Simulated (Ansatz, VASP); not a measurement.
**One calculation of NaH6, two programs**

```
Na H
1.0
     3.83454    0.00000    0.00000
     0.00000    3.83454    0.00000
     0.00000    0.00000    3.83454
Na H
1 6
Direct
  0.00000 0.00000 0.00000
  0.10979 0.50000 0.50000
  0.50000 0.10979 0.50000
  0.89021 0.50000 0.50000
  0.50000 0.89021 0.50000
  0.50000 0.50000 0.10979
  0.50000 0.50000 0.89021
```

Change from the starting cell: species swapped into the YbB6 type (Pm-3m, No. 221).

Alike in both runs: functional PBE; k mesh 4 × 4 × 4; occupations gaussian, width 0.1 eV; no spin polarisation.

Ansatz relaxed the structure, and its values are those at the end. VASP's run is a single point on that final structure, the one shown.

|  | VASP | Ansatz |
| --- | --- | --- |
| version | VASP 6.6.1 | Ansatz 0.2.0 |
| potentials or method | VASP PAW PBE potentials, release 64 (Na_pv, H), cutoff 500 eV | scalar-relativistic, plane waves, PAW |
| valence electrons in the cell | 13 | 15 |

Ansatz gave:

| Item | Value |
| --- | --- |
| gap on the k mesh at the Fermi level (eV) | none |
| pressure (GPa) | 0.0 |
| rms of the force components (eV/Å) | 0.010 |

Estimate VASP's values.

gap on the k mesh at the Fermi level (eV): none; pressure (GPa): -0.2; rms of the force components (eV/Å): 0.005.

A gap of «none» marks a metal or a gap that the smearing closes. VASP's potentials hold 13 valence electrons a cell and Ansatz's 15, so a difference there can come from the potentials and not from the codes.

The k mesh is coarse, so the values compare programs but aren't converged.
